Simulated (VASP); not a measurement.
Wanted: the native input for a VASP 6.6.1 run.

```
Task                   : single point
Functional             : PBEsol
Potentials or basis    : VASP PAW PBE potentials, release 64 (Co)
Cutoff                 : 520 eV
k mesh                 : 24 × 24 × 12
Occupations            : gaussian, width 0.15 eV
Spin                   : collinear spin, ferromagnetic start
Starting moments       : [1.94, 1.94] μB
Dipole correction      : no
Further INCAR settings : ALGO = Fast; EDIFF = 1e-06; NBANDS = 20
```

The structure of Co lies in POSCAR:

```
Co
1.0
    2.5190008694      0.0000000000      0.0000000000
   -1.2595004347      2.1815187451      0.0000000000
    0.0000000000      0.0000000000      4.0910000000
Co
2
Direct
    0.3333333333      0.6666666667      0.2500000000
    0.6666666667      0.3333333333      0.7500000000
```

The input as run:

INCAR

```
PREC = Accurate ; ENCUT = 520
EDIFF = 1E-6 ; ISMEAR = 0
SIGMA = 0.15 ; LREAL = False
LASPH = True ; NELM = 150
ALGO = Fast ; ISIF = 2
LWAVE = False ; LCHARG = False
ISPIN = 2 ; MAGMOM = 1.94 1.94
LORBIT = 11 ; LMAXMIX = 4
GGA = PS ; NBANDS = 20
```

KPOINTS

```
regular mesh
0
Gamma
  24 24 12
```

Potentials or basis: VASP PAW PBE potentials, release 64 (Co).

Command:

```bash
$ cat potpaw_PBE.64/Co/POTCAR > POTCAR
$ mpirun -np 1 vasp_std > vasp.out
```

It gave:

```json
{
  "Pressure": "-16.7 GPa",
  "Net moment": "3.26 μB per cell",
  "Site moments": "Co +1.65 μB",
  "Valence electrons inside the program's atomic spheres": "Co 8.20"
}
```

Caveat: the cell stands under tension; the PAW data sets were made with another functional, which shifts forces and pressure a little.

It took 11 min on 1 thread of Intel Xeon 8259CL, on a shared host, peak memory 0.36 GiB.
